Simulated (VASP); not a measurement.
Runs of VASP 6.6.1 on Sc. The structure is that of space group P6_3/mmc (No. 194), or close to it. The cells are those of the table. 

```tsv
cell	gap on the mesh (eV)	pressure (GPa)
a = 3.318, b = 3.318, c = 5.173 Å, angles 90.0, 90.0, 120.0°, 2 atoms	none	-2.1
a = 3.275, b = 3.275, c = 5.105 Å, angles 90.0, 90.0, 120.0°, 2 atoms	none	(b)
a = 3.231, b = 3.231, c = 5.036 Å, angles 90.0, 90.0, 120.0°, 2 atoms	none	2.5
a = 3.186, b = 3.186, c = 4.965 Å, angles 90.0, 90.0, 120.0°, 2 atoms	none	5.4
a = 3.139, b = 3.139, c = 4.892 Å, angles 90.0, 90.0, 120.0°, 2 atoms	none	(a)
```

Alike in all rows: task single point; level PBEsol; potentials or basis VASP PAW PBE potentials, release 64 (Sc_sv); no spin polarisation; k mesh 18 × 18 × 10; cutoff (eV) 520; smearing fermi-dirac 0.1 eV.

Task: Estimate the missing entries.

Result: (a) 9.0; (b) 0.0.

Caveats: the PAW data sets were made with another functional, which shifts forces and pressure a little; the cell stands under pressure (at least some runs).

A gap of «none» marks levels without a gap at the run's occupations.
